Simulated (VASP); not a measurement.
# Cu (I4/mmm) in VASP: notebook

Cu is run at these levels: LDA; tasks: single point.

All numbers are computed with VASP 6.6.1; they aren't measurements. Logs are shortened: lines on timing, memory, paths and dates and some standing lists are left out, and cuts for length are marked.

**1. The cell of the first run**

The structure is tetragonal, space group I4/mmm (No. 139). Conventional cell: a = 2.890 Å, b = 2.890 Å, c = 2.682 Å, α = 90.00°, β = 90.00°, γ = 90.00°. Within 3.2 Å of Cu (site symmetry 4/mmm) lie 14 Cu at 2.44 to 2.89 Å.

**2. Single point, LDA**

Contents of INCAR:

```
SYSTEM = Cu
ALGO = Normal
EDIFF = 1E-6
ENCUT = 520
GGA = CA
ISIF = 2
ISMEAR = 0
LASPH = .TRUE.
LCHARG = .FALSE.
LREAL = .FALSE.
LWAVE = .FALSE.
NBANDS = 12
NELM = 60
PREC = Accurate
SIGMA = 0.15
```

Contents of KPOINTS:

```
k-points
0
G
  22 22 22
  0 0 0
```

Contents of POSCAR:

```
Cu
1.0
   -1.4452500000      1.4452500000      1.3410790181
    1.4452500000     -1.4452500000      1.3410790181
    1.4452500000      1.4452500000     -1.3410790181
Cu
1
Direct
    0.0000000000      0.0000000000      0.0000000000
```

Potentials or basis: VASP PAW LDA potentials, release 64 (Cu).

Run with:

```console
$ cat potpaw_LDA.64/Cu/POTCAR > POTCAR
$ mpirun -np 1 vasp_std > vasp.out
```

OUTCAR:

```text
SYSTEM = Cu
   EDIFF = 1E-6
   ENCUT = 520
   GGA = CA
   ISIF = 2
   ISMEAR = 0
   LASPH = .TRUE.
   LREAL = .FALSE.
   NELM = 60
   PREC = Accurate

 ion  position               nearest neighbor table
   1  0.000  0.000  0.000-

  LATTYP: Found a body centered tetragonal cell.
 ALAT       =     2.8905000000
 C/A-ratio  =     0.9279218254

  Lattice vectors:

 A1 = (  -1.4452500000,   1.4452500000,   1.3410790181)
 A2 = (   1.4452500000,  -1.4452500000,   1.3410790181)
 A3 = (   1.4452500000,   1.4452500000,  -1.3410790181)

Analysis of symmetry for initial positions (statically):
=====================================================================
 Subroutine PRICEL returns:
 Original cell was already a primitive cell.

 Routine SETGRP: Setting up the symmetry group for a
 body centered tetragonal supercell.

 Subroutine GETGRP returns: Found 16 space group operations
 (whereof 16 operations were pure point group operations)
 out of a pool of 16 trial point group operations.

The static configuration has the point symmetry D_4h.

Analysis of symmetry for dynamics (positions and initial velocities):
=====================================================================
 Subroutine PRICEL returns:
 Original cell was already a primitive cell.

 Routine SETGRP: Setting up the symmetry group for a
 body centered tetragonal supercell.

 Subroutine GETGRP returns: Found 16 space group operations
 (whereof 16 operations were pure point group operations)
 out of a pool of 16 trial point group operations.

The dynamic configuration has the point symmetry D_4h.

 Subroutine INISYM returns: Found 16 space group operations
 (whereof 16 operations are pure point group operations),
 and found     1 'primitive' translations

----------------------------------------------------------------------------------------

                                     Primitive cell

  volume of cell :      11.2047

  direct lattice vectors                    reciprocal lattice vectors
    -1.445250000  1.445250000  1.341079018     0.000000000  0.345960906  0.372834108
     1.445250000 -1.445250000  1.341079018     0.345960906  0.000000000  0.372834108
     1.445250000  1.445250000 -1.341079018     0.345960906  0.345960906  0.000000000

  length of vectors
     2.444583412  2.444583412  2.444583412     0.508619918  0.508619918  0.489262606

  position of ions in fractional coordinates (direct lattice)
     0.000000000  0.000000000  0.000000000

  ion indices of the primitive-cell ions
   primitive index   ion index
                 1           1

----------------------------------------------------------------------------------------

 KPOINTS: k-points

Automatic generation of k-mesh.
 Grid dimensions read from file:
 generate k-points for:   22   22   22

 Generating k-lattice:

  Cartesian coordinates                     Fractional coordinates (reciprocal lattice)
     0.000000000  0.015725496  0.016947005     0.045454545  0.000000000  0.000000000
     0.015725496  0.000000000  0.016947005     0.000000000  0.045454545  0.000000000
     0.015725496  0.015725496  0.000000000     0.000000000  0.000000000  0.045454545

  Length of vectors
     0.023119087  0.023119087  0.022239209

  Shift w.r.t. Gamma in fractional coordinates (k-lattice)
     0.000000000  0.000000000  0.000000000

 Subroutine IBZKPT returns following result:
 ===========================================

 Found    834 irreducible k-points:

 Following reciprocal coordinates:
            Coordinates               Weight
  0.000000  0.000000  0.000000      1.000000
  0.045455 -0.000000  0.000000      8.000000
  0.090909 -0.000000  0.000000      8.000000
  0.136364  0.000000  0.000000      8.000000
  0.181818  0.000000 -0.000000      8.000000
  0.227273  0.000000 -0.000000      8.000000
[... 16 lines left out ...]
  0.500000  0.045455 -0.000000     16.000000
 -0.454545  0.045455  0.000000     16.000000
 [... further k-points ...]
   k-points           NKPTS =    834   k-points in BZ     NKDIM =    834   number of bands    NBANDS=     12
   number of dos      NEDOS =    301   number of ions     NIONS =      1
   total plane-waves  NPLWV =   5832
   dimension x,y,z NGX =    18 NGY =   18 NGZ =   18
   dimension x,y,z NGXF=    36 NGYF=   36 NGZF=   36
   ions per type =               1
   NGX,Y,Z   is equivalent  to a cutoff of  12.24, 12.24, 12.24 a.u.
   NGXF,Y,Z  is equivalent  to a cutoff of  24.48, 24.48, 24.48 a.u.
 SYSTEM =  Cu
   PREC   = accura    normal or accurate (medium, high low for compatibility)
   ISTART =      0    job   : 0-new  1-cont  2-samecut
   ICHARG =      2    charge: 1-file 2-atom 10-const
   ISPIN  =      1    spin polarized calculation?
   LNONCOLLINEAR =      F non collinear calculations
   LSORBIT =      F    spin-orbit coupling
   LASPH  =      T    aspherical Exc in radial PAW
   ENCUT  =  520.0 eV  38.22 Ry    6.18 a.u.   4.55  4.55  4.55*2*pi/ulx,y,z
   NELM   =     60;   NELMIN=  2; NELMDL= -5     # of ELM steps
   EDIFF  = 0.1E-05   stopping-criterion for ELM
   LREAL  =      F    real-space projection
   EDIFFG = 0.1E-04   stopping-criterion for IOM
   NSW    =      0    number of steps for IOM
   IBRION =     -1    ionic relax: 0-MD 1-quasi-New 2-CG
   NFREE  =      0    steps in history (QN), initial steepest desc. (CG)
   ISIF   =      2    stress and relaxation
   ISYM   =      2    0-nonsym 1-usesym 2-fastsym
   POTIM  = 0.5000    time-step for ionic-motion
   TEBEG  =    0.0;   TEEND  =   0.0 temperature during run
   PSTRESS=    0.0 pullay stress
   NELECT =      11.0000    total number of electrons
   NUPDOWN=      -1.0000    fix difference up-down
   EMIN   =  10.00;   EMAX   =-10.00  energy-range for DOS
   EFERMI =   0.00;   METHOD = LEGACY
   ISMEAR =     0;   SIGMA  =   0.15  broadening in eV -4-tet -1-fermi 0-gaus
   EFERMI_NEDOS =   21; number of points for ismear=-14 and -15
   IALGO  =     38    algorithm
   IMIX   =      4    mixing-type and parameters
     AMIX     =   0.40;   BMIX     =  1.00
     AMIX_MAG =   1.60;   BMIX_MAG =  1.00
  volume/ion in A,a.u.               =      11.20        75.61
  Fermi-wavevector in a.u.,A,eV,Ry     =   1.627068  3.074712 36.019373  2.647349
  Thomas-Fermi vector in A             =   2.719924
   LORBIT       =      0    0 simple, 1 ext, 2 COOP (PROOUT), +10 PAW based schemes
   GGA     = CA    functional components
   LHFCALC =     F    Hartree Fock is set to
   AEXX    =    0.0000 exact exchange contribution
   IVDW    =     0    specifies the selected vdW correction
   LEPSILON=     F    determine dielectric tensor
   LRPA    =     F    only Hartree local field effects (RPA)
 non-spin polarized calculation
 Gauss-broadening in eV      SIGMA  =   0.15
  energy-cutoff  :      520.00
  volume of cell :       11.20
 maximum number of plane-waves:       315
   NGX =  9   NGY =  9   NGZ =  9

 number of electron      11.0000013 magnetization

 Free energy of the ion-electron system (eV)
  ---------------------------------------------------
  ext. energy  EPLUGINS =         0.00000000
  ---------------------------------------------------
  free energy    TOTEN  =        -4.66679229 eV

  energy without entropy =       -4.66248476  energy(sigma->0) =       -4.66463853

 E-fermi :   8.0267     XC(G=0): -13.4138

 val. band max:        8.0210958398   @ k =  -0.1818  -0.3636   0.1364
 cond. band min:       8.0285408114   @ k =   0.5000   0.1818   0.1364
 fundamental gap:      0.0074449716
 Fermi energy:         8.0267293489

 k-point     1 :       0.0000    0.0000    0.0000
  band No.  band energies     occupation
      1      -1.7333      2.00000
      2       4.4902      2.00000
      3       4.8207      2.00000
      4       4.8207      2.00000
      5       5.6029      2.00000
      6       5.9548      2.00000
      7      32.7761      0.00000
      8      32.7761      0.00000
      9      34.9288      0.00000
     10      37.0408      0.00000
     11      37.0839      0.00000
     12      37.2761      0.00000

 k-point     2 :       0.0455   -0.0000    0.0000
  band No.  band energies     occupation
      1      -1.6481      2.00000
      2       4.4998      2.00000
      3       4.8175      2.00000
      4       4.8266      2.00000
      5       5.6056      2.00000
      6       5.9409      2.00000
      7      32.3831      0.00000
      8      32.5311      0.00000
      9      34.1248      0.00000
     10      36.0110      0.00000
     11      36.3767      0.00000
     12      36.7984      0.00000

 k-point     3 :       0.0909   -0.0000    0.0000
  band No.  band energies     occupation
      1      -1.3944      2.00000
      2       4.5053      2.00000
      3       4.8051      2.00000
      4       4.8677      2.00000
      5       5.6147      2.00000
      6       5.9047      2.00000
      7      31.0816      0.00000
      8      31.9434      0.00000
      9      32.4200      0.00000
     10      34.5782      0.00000
     11      35.5154      0.00000
     12      36.5858      0.00000
[... 286 lines left out ...]
 k-point    23 :       0.5000    0.0455   -0.0000
  band No.  band energies     occupation
      1       2.6911      2.00000
      2       3.8153      2.00000
      3       5.7510      2.00000
      4       5.9925      2.00000
      5       6.4232      2.00000
      6       7.6961      1.99817
      7      13.1537      0.00000
      8      24.5171      0.00000
      9      25.4090      0.00000
     10      30.0572      0.00000
     11      33.1772      0.00000
     12      42.2049      0.00000

 k-point    24 :      -0.4545    0.0455    0.0000
  band No.  band energies     occupation
      1       2.6324      2.00000
      2       3.8490      2.00000
      3       5.7660      2.00000
      4       5.8769      2.00000
      5       6.2618      2.00000
      6       7.0659      2.00000
      7      14.3235      0.00000
      8      24.6485      0.00000
      9      25.6801      0.00000
     10      30.1633      0.00000
     11      33.2655      0.00000
     12      42.5772      0.00000

 [... further k-points ...]
[... 5 lines left out ...]
  --------------------------------------------------------------------------------------
  -------------------------------------------------------------------------------------
  Total       -0.2439992     -0.2439992     -0.2225817      0.0000000      0.0000000      0.0000000
  in kB      -34.8898110    -34.8898110    -31.8272890      0.0000000      0.0000000      0.0000000
  external PRESSURE =     -33.8689704 kB  Pullay stress =       0.0000000 kB

 VOLUME and BASIS-vectors are now :
 -----------------------------------------------------------------------------
  energy-cutoff  :      520.00
  volume of cell :       11.20
      direct lattice vectors                 reciprocal lattice vectors
    -1.445250000  1.445250000  1.341079018     0.000000000  0.345960906  0.372834108
     1.445250000 -1.445250000  1.341079018     0.345960906  0.000000000  0.372834108
     1.445250000  1.445250000 -1.341079018     0.345960906  0.345960906  0.000000000

 POSITION                                       TOTAL-FORCE (eV/Angst)
 -----------------------------------------------------------------------------------
      0.00000      0.00000      0.00000        -0.000000      0.000000     -0.000000
 -----------------------------------------------------------------------------------
    total drift:                                0.000000      0.000000      0.000000

  FREE ENERGIE OF THE ION-ELECTRON SYSTEM (eV)
  ---------------------------------------------------
  free  energy   TOTEN  =        -4.6667922893 eV

  energy  without entropy=       -4.6624847621  energy(sigma->0) =       -4.66463853
```

Wall time 32 s (1 thread of Intel Xeon 6975P-C (Granite Rapids), shared host); peak memory 0.21 GiB.

What came out:

- Free energy: -4.6668 eV
- Pressure: -3.4 GPa

Levels at points of the mesh, in eV from the Fermi level:
```tsv
k point	band 2	band 3	band 4	band 5	band 6	band 7	band 8	band 9	band 10	band 11
(0.00, 0.00, 0.00)	-3.54	-3.21	-3.21	-2.42	-2.07	24.75	24.75	26.90	29.01	29.06
(0.50, 0.00, 0.00)	-4.22	-2.26	-1.95	-1.43	-0.50	4.92	17.32	17.36	21.48	24.63
(0.50, 0.50, 0.00)	-3.83	-2.51	-2.19	-1.47	-1.09	4.06	19.34	19.66	23.35	26.37
(0.50, 0.50, 0.50)	-4.94	-1.64	-1.64	-1.56	7.42	7.42	10.40	13.36	14.10	17.56
```

**3. Single point, LDA**

This run uses another cell than the first one, of 11.32 Å³/atom, 1.011 times its volume.

Contents of INCAR:

```
ALGO = Normal
EDIFF = 1E-7
ENCUT = 520
GGA = CA
ISIF = 2
ISMEAR = 0
LASPH = T
LCHARG = F
LREAL = F
LWAVE = F
NBANDS = 12
NELM = 80
PREC = Accurate
SIGMA = 0.15
```

Contents of KPOINTS:

```
k-points
0
Gamma
  22 22 22
```

Contents of POSCAR:

```
Cu
1.0
   -1.4809000000      1.4809000000      1.2908000000
    1.4809000000     -1.4809000000      1.2908000000
    1.4809000000      1.4809000000     -1.2908000000
Cu
1
Direct
    0.0000000000      0.0000000000      0.0000000000
```

Potentials or basis: VASP PAW LDA potentials, release 64 (Cu).

Run with:

```console
$ cat potpaw_LDA.64/Cu/POTCAR > POTCAR
$ mpirun -np 1 vasp_std > vasp.out
```

OUTCAR:

```text
EDIFF = 1E-7
   ENCUT = 520
   GGA = CA
   ISIF = 2
   ISMEAR = 0
   LASPH = T
   LREAL = F
   NELM = 80
   PREC = Accurate

 ion  position               nearest neighbor table
   1  0.000  0.000  0.000-

  LATTYP: Found a body centered tetragonal cell.
 ALAT       =     2.9618000000
 C/A-ratio  =     0.8716321156

  Lattice vectors:

 A1 = (  -1.4809000000,   1.4809000000,   1.2908000000)
 A2 = (   1.4809000000,  -1.4809000000,   1.2908000000)
 A3 = (   1.4809000000,   1.4809000000,  -1.2908000000)

Analysis of symmetry for initial positions (statically):
[... 531 lines left out ...]
      7      14.5390      0.00000
      8      23.8699      0.00000
      9      25.0265      0.00000
     10      29.5175      0.00000
     11      32.5847      0.00000
     12      41.3736      0.00000

 [... further k-points ...]
[... 5 lines left out ...]
  --------------------------------------------------------------------------------------
  -------------------------------------------------------------------------------------
  Total       -0.3831460     -0.3831460     -0.2252351      0.0000000     -0.0000000      0.0000000
  in kB      -54.2131297    -54.2131297    -31.8695732      0.0000000     -0.0000000      0.0000000
  external PRESSURE =     -46.7652776 kB  Pullay stress =       0.0000000 kB

 VOLUME and BASIS-vectors are now :
 -----------------------------------------------------------------------------
  energy-cutoff  :      520.00
  volume of cell :       11.32
      direct lattice vectors                 reciprocal lattice vectors
    -1.480900000  1.480900000  1.290800000     0.000000000  0.337632521  0.387356678
     1.480900000 -1.480900000  1.290800000     0.337632521  0.000000000  0.387356678
     1.480900000  1.480900000 -1.290800000     0.337632521  0.337632521  0.000000000

 POSITION                                       TOTAL-FORCE (eV/Angst)
 -----------------------------------------------------------------------------------
      0.00000      0.00000      0.00000         0.000000     -0.000000      0.000000
 -----------------------------------------------------------------------------------
    total drift:                                0.000000      0.000000      0.000000

  FREE ENERGIE OF THE ION-ELECTRON SYSTEM (eV)
  ---------------------------------------------------
  free  energy   TOTEN  =        -4.6607412344 eV

  energy  without entropy=       -4.6563539239  energy(sigma->0) =       -4.65854758
```

OSZICAR:

```text
N       E                     dE             d eps       ncg     rms          rms(c)
DAV:   1     0.422033488332E+02    0.42203E+02   -0.54030E+03 22304   0.159E+03
DAV:   2    -0.429036061942E+01   -0.46494E+02   -0.42883E+02 20684   0.208E+02
DAV:   3    -0.565334785264E+01   -0.13630E+01   -0.13551E+01 23020   0.409E+01
DAV:   4    -0.566170395012E+01   -0.83561E-02   -0.83549E-02 22744   0.282E+00
DAV:   5    -0.566178486103E+01   -0.80911E-04   -0.80911E-04 23308   0.283E-01    0.795E+00
DAV:   6    -0.505838982765E+01    0.60340E+00   -0.14942E+01 23388   0.763E+01    0.393E+00
DAV:   7    -0.467772446681E+01    0.38067E+00   -0.23439E+00 23544   0.303E+01    0.635E-01
DAV:   8    -0.466206546572E+01    0.15659E-01   -0.68211E-03 24876   0.964E-01    0.262E-01
DAV:   9    -0.466072916432E+01    0.13363E-02   -0.61232E-03 25472   0.134E+00    0.167E-02
DAV:  10    -0.466073948878E+01   -0.10324E-04   -0.32112E-05 28100   0.917E-02    0.414E-03
DAV:  11    -0.466074123163E+01   -0.17429E-05   -0.60083E-07 27680   0.952E-03    0.512E-04
DAV:  12    -0.466074123436E+01   -0.27301E-08   -0.15295E-08 12952   0.209E-03
   1 F= -.46607412E+01 E0= -.46585476E+01  d E =-.438731E-02
```

Run time: 32 s. Hardware: 1 thread of Intel Xeon 6975P-C (Granite Rapids), shared host; peak memory 0.21 GiB.

Results:

| Item | Value |
| --- | --- |
| Free energy | -4.6607 eV |
| Pressure | -4.7 GPa |

Stress tensor (GPa, compression positive):
```
-5.42  0.00  0.00
 0.00 -5.42  0.00
 0.00  0.00 -3.19
```

Levels at points of the mesh, in eV from the Fermi level:
| k point | band 3 | band 4 | band 5 | band 6 | band 7 | band 8 | band 9 | band 10 |
| --- | --- | --- | --- | --- | --- | --- | --- | --- |
| (0.00, 0.00, 0.00) | -3.04 | -3.04 | -2.64 | -1.97 | 23.54 | 23.54 | 27.48 | 28.05 |
| (0.50, 0.00, 0.00) | -2.29 | -1.78 | -1.46 | -0.25 | 5.17 | 16.75 | 16.79 | 20.95 |
| (0.50, 0.50, 0.00) | -2.73 | -2.25 | -1.50 | -1.35 | 3.57 | 20.55 | 21.02 | 24.46 |
| (0.50, 0.50, 0.50) | -1.66 | -1.66 | -1.52 | 6.63 | 6.63 | 12.19 | 12.70 | 13.32 |

(Continued in part 2 of 2.)
